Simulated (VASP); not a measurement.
# Si (a cell with a defect) in VASP: further runs

The runs below take Si (a cell with a defect) through single point, relaxation of the atoms, with PBE.

Everything below comes from runs of VASP 6.6.1. Logs are shortened: lines on timing, memory, paths and dates and some standing lists are left out, and cuts for length are marked.

**1. The cell of the first run**

The cell holds a defect, 15 atoms: a = 7.736 Å, b = 7.736 Å, c = 7.736 Å, α = 60.00°, β = 60.00°, γ = 60.00°.

**2. Single point, PBE**

Input file INCAR:

```
ALGO = Normal
EDIFF = 1E-6
ENCUT = 520
GGA = PE
ISIF = 2
ISMEAR = 0
LASPH = T
LCHARG = T
LELF = T
LREAL = Auto
LVHAR = T
LWAVE = F
NBANDS = 43
NELECT = 62.0
NELM = 60
PREC = Accurate
SIGMA = 0.02
```

Input file KPOINTS:

```
k-points
0
Gamma
  2 2 2
```

Input file POSCAR:

```
Si
1.0
    0.0000000000      5.4700937627     -5.4700937627
    5.4700937627      5.4700937627      0.0000000000
    5.4700937627      0.0000000000     -5.4700937627
Si
15
Direct
    0.1336306941      0.1336306941      0.1336306941
    0.1336306941      0.5991079177      0.1336306941
    0.5991079177      0.1336306941      0.1336306941
    0.6248383088      0.6248383088      0.1254850735
    0.1336306941      0.1336306941      0.5991079177
    0.1254850735      0.6248383088      0.6248383088
    0.6248383088      0.1254850735      0.6248383088
    0.6248383088      0.6248383088      0.6248383088
    0.2461747202      0.7538252798      0.2461747202
    0.7538252798      0.7538252798      0.2461747202
    0.7538252798      0.2461747202      0.2461747202
    0.2461747202      0.7538252798      0.7538252798
    0.2461747202      0.2461747202      0.7538252798
    0.7500000000      0.7500000000      0.7500000000
    0.7538252798      0.2461747202      0.7538252798
```

Potentials or basis: VASP PAW PBE potentials, release 64 (Si).

Launch:

```sh
cat potpaw_PBE.64/Si/POTCAR > POTCAR
mpirun -np 1 vasp_std > vasp.out
```

OUTCAR:

```text
EDIFF = 1E-6
   ENCUT = 520
   GGA = PE
   ISIF = 2
   ISMEAR = 0
   LASPH = T
   LREAL = Auto
   NELECT = 62.0
   NELM = 60
   PREC = Accurate

 ion  position               nearest neighbor table
   1  0.134  0.134  0.134-   9 2.41  11 2.41  13 2.41
   2  0.134  0.599  0.134-   9 2.41  10 2.41  12 2.41
   3  0.599  0.134  0.134-  15 2.41  11 2.41  10 2.41
   4  0.625  0.625  0.125-  14 2.37  11 2.39   9 2.39  10 2.39
   5  0.134  0.134  0.599-  15 2.41  13 2.41  12 2.41
   6  0.125  0.625  0.625-  14 2.37  13 2.39   9 2.39  12 2.39
   7  0.625  0.125  0.625-  14 2.37  13 2.39  11 2.39  15 2.39
   8  0.625  0.625  0.625-  14 2.37  12 2.39  10 2.39  15 2.39
   9  0.246  0.754  0.246-   4 2.39   6 2.39   1 2.41   2 2.41
  10  0.754  0.754  0.246-   8 2.39   4 2.39   2 2.41   3 2.41
  11  0.754  0.246  0.246-   4 2.39   7 2.39   1 2.41   3 2.41
  12  0.246  0.754  0.754-   8 2.39   6 2.39   2 2.41   5 2.41
  13  0.246  0.246  0.754-   6 2.39   7 2.39   1 2.41   5 2.41
  14  0.750  0.750  0.750-   4 2.37   6 2.37   7 2.37   8 2.37
  15  0.754  0.246  0.754-   8 2.39   7 2.39   3 2.41   5 2.41

  LATTYP: Found a face centered cubic cell.
 ALAT       =    10.9401875254

  Lattice vectors:

 A1 = (   0.0000000000,   5.4700937627,  -5.4700937627)
 A2 = (   5.4700937627,   5.4700937627,   0.0000000000)
 A3 = (   5.4700937627,   0.0000000000,  -5.4700937627)

Analysis of symmetry for initial positions (statically):
[... 5 lines left out ...]
 face centered cubic supercell.

 Subroutine GETGRP returns: Found 24 space group operations
 (whereof 24 operations were pure point group operations)
 out of a pool of 48 trial point group operations.

The static configuration has the point symmetry T_d .

Analysis of symmetry for dynamics (positions and initial velocities):
[... 5 lines left out ...]
 face centered cubic supercell.

 Subroutine GETGRP returns: Found 24 space group operations
 (whereof 24 operations were pure point group operations)
 out of a pool of 48 trial point group operations.

The dynamic configuration has the point symmetry T_d .

 Subroutine INISYM returns: Found 24 space group operations
 (whereof 24 operations are pure point group operations),
 and found     1 'primitive' translations

----------------------------------------------------------------------------------------

                                     Primitive cell
[... 107 lines left out ...]
   NUPDOWN=      -1.0000    fix difference up-down
   EMIN   =  10.00;   EMAX   =-10.00  energy-range for DOS
   EFERMI =   0.00;   METHOD = LEGACY
   ISMEAR =     0;   SIGMA  =   0.02  broadening in eV -4-tet -1-fermi 0-gaus
   EFERMI_NEDOS =   21; number of points for ismear=-14 and -15
   IALGO  =     38    algorithm
   IMIX   =      4    mixing-type and parameters
     AMIX     =   0.40;   BMIX     =  1.00
     AMIX_MAG =   1.60;   BMIX_MAG =  1.00
  volume/ion in A,a.u.               =      21.82       147.27
  Fermi-wavevector in a.u.,A,eV,Ry     =   0.940158  1.776640 12.026137  0.883896
  Thomas-Fermi vector in A             =   2.067541
   LORBIT       =      0    0 simple, 1 ext, 2 COOP (PROOUT), +10 PAW based schemes
   GGA     = PE    functional components
   LHFCALC =     F    Hartree Fock is set to
   AEXX    =    0.0000 exact exchange contribution
   IVDW    =     0    specifies the selected vdW correction
   LEPSILON=     F    determine dielectric tensor
   LRPA    =     F    only Hartree local field effects (RPA)
 non-spin polarized calculation
 Gauss-broadening in eV      SIGMA  =   0.02
  energy-cutoff  :      520.00
  volume of cell :      327.35
 maximum number of plane-waves:      8824
 NGX is ok and might be reduce to    60
   NGX = 29   NGY = 29   NGZ = 29

 number of electron      62.0000003 magnetization

 Free energy of the ion-electron system (eV)
  ---------------------------------------------------
  ext. energy  EPLUGINS =         0.00000000
  ---------------------------------------------------
  free energy    TOTEN  =       -66.22117215 eV

  energy without entropy =      -66.21730727  energy(sigma->0) =      -66.21923971

 E-fermi :   5.7842     XC(G=0):  -9.2491

 val. band max:        5.7354433281   @ k =   0.0000   0.0000   0.0000
 cond. band min:       5.7902557803   @ k =   0.0000   0.0000   0.0000
 fundamental gap:      0.0548124522
 Fermi energy:         5.7841717652

 k-point     1 :       0.0000    0.0000    0.0000
  band No.  band energies     occupation
      1      -6.5963      2.00000
      2      -4.4110      2.00000
      3      -4.4110      2.00000
      4      -4.4110      2.00000
      5      -3.9135      2.00000
      6      -2.6669      2.00000
[... 127 lines left out ...]
     42       9.4180      0.00000
     43       9.4194      0.00000

------------------------ aborting loop because EDIFF is reached ----------------------------------------

  FORCE on cell =-STRESS in cart. coord.  units (eV):
  Direction    XX          YY          ZZ          XY          YZ          ZX
  --------------------------------------------------------------------------------------
  -------------------------------------------------------------------------------------
  Total       11.6116372     11.6116372     11.6116372     -0.0000000     -0.0000000     -0.0000000
  in kB       56.8315804     56.8315804     56.8315804     -0.0000000     -0.0000000     -0.0000000
  external PRESSURE =      56.8315804 kB  Pullay stress =       0.0000000 kB

 VOLUME and BASIS-vectors are now :
 -----------------------------------------------------------------------------
  energy-cutoff  :      520.00
  volume of cell :      327.35
      direct lattice vectors                 reciprocal lattice vectors
     0.000000000  5.470093763 -5.470093763    -0.091406111  0.091406111 -0.091406111
     5.470093763  5.470093763  0.000000000     0.091406111  0.091406111  0.091406111
     5.470093763  0.000000000 -5.470093763     0.091406111 -0.091406111 -0.091406111

 POSITION                                       TOTAL-FORCE (eV/Angst)
 -----------------------------------------------------------------------------------
      1.46194      1.46194     -1.46194        -0.003430     -0.003430      0.003430
      4.00815      4.00815     -1.46194         0.003430      0.003430      0.003430
      1.46194      4.00815     -4.00815        -0.003430      0.003430     -0.003430
      4.10434      6.83585     -4.10434         0.003187     -0.003187     -0.003187
      4.00815      1.46194     -4.00815         0.003430     -0.003430     -0.003430
      6.83585      4.10434     -4.10434        -0.003187      0.003187     -0.003187
      4.10434      4.10434     -6.83585         0.003187      0.003187      0.003187
      6.83585      6.83585     -6.83585        -0.003187     -0.003187      0.003187
      5.47009      5.47009     -2.69320         0.000000      0.000000     -0.003276
      5.47009      8.24699     -5.47009         0.000000     -0.003276     -0.000000
      2.69320      5.47009     -5.47009         0.003276      0.000000     -0.000000
      8.24699      5.47009     -5.47009        -0.003276      0.000000     -0.000000
      5.47009      2.69320     -5.47009         0.000000      0.003276     -0.000000
      8.20514      8.20514     -8.20514         0.000000      0.000000     -0.000000
      5.47009      5.47009     -8.24699         0.000000      0.000000      0.003276
 -----------------------------------------------------------------------------------
    total drift:                               -0.000000     -0.000000      0.000000

  FREE ENERGIE OF THE ION-ELECTRON SYSTEM (eV)
  ---------------------------------------------------
  free  energy   TOTEN  =       -66.2211721477 eV

  energy  without entropy=      -66.2173072691  energy(sigma->0) =      -66.21923971
```

Wall time 78 s (1 thread of Intel Xeon Platinum 8259CL at 2.50GHz (Skylake/Cascade Lake), shared host); peak memory 0.43 GiB.

Results:

```yaml
Free_energy: -66.2212 eV
Largest_force: 0.006 eV/Å
```

Forces on the atoms (eV/Å):
```
Si  -0.003 -0.003  0.003
Si   0.003  0.003  0.003
Si  -0.003  0.003 -0.003
Si   0.003 -0.003 -0.003
Si   0.003 -0.003 -0.003
Si  -0.003  0.003 -0.003
Si   0.003  0.003  0.003
Si  -0.003 -0.003  0.003
Si   0.000  0.000 -0.003
Si   0.000 -0.003  0.000
Si   0.003  0.000  0.000
Si  -0.003  0.000  0.000
Si   0.000  0.003  0.000
Si   0.000  0.000  0.000
Si   0.000  0.000  0.003
```

Caveat: the k points lie up to 0.50 Å⁻¹ apart; the cell carries a net charge on a neutralising background, which shifts energy and pressure; the cell is charged against a uniform background, so pressure and absolute levels hang on convention.

(Part 1 of 3 ends here.)
